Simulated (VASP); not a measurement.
A run of VASP 6.6.1 is set up as follows.

INCAR

```
SYSTEM = Ni
ALGO = Normal ; EDIFF = 1E-6
ENCUT = 520 ; GGA = RP
ISIF = 2 ; ISMEAR = -1
LASPH = .TRUE. ; LCHARG = .FALSE.
LREAL = .FALSE. ; LWAVE = .FALSE.
NBANDS = 22 ; NELM = 80
PREC = Accurate ; SIGMA = 0.1
```

File KPOINTS:

```
k-points
0
G
  9 9 13
  0 0 0
```

File POSCAR:

```
Ni
1.0
    4.0320739648      0.0000000000      0.0000000000
   -2.0160369824      3.4918784835      0.0000000000
    0.0000000000      0.0000000000      2.4269998947
Ni
3
Direct
    0.0000000000      1.0000000000      0.0000000000
    0.3333333333      0.6666666667      0.5000000000
    0.6666666667      0.3333333333      0.5000000000
```

Potentials or basis: VASP PAW PBE potentials, release 64 (Ni).

The run is started by

```sh
$ cat potpaw_PBE.64/Ni/POTCAR > POTCAR
$ mpirun -np 1 vasp_std > vasp.out
```

(1) What does it give for the pressure?

(2) Predict the band gap on the k mesh.

Results:

(1) 0.2 GPa.

(2) zero (band 15 reaches 9.09 eV, above the bottom of band 16 at 8.56 eV).

Caveat: the PAW data sets were made with another functional, which shifts forces and pressure a little; the run has no spin polarisation, though such a crystal can be magnetic.
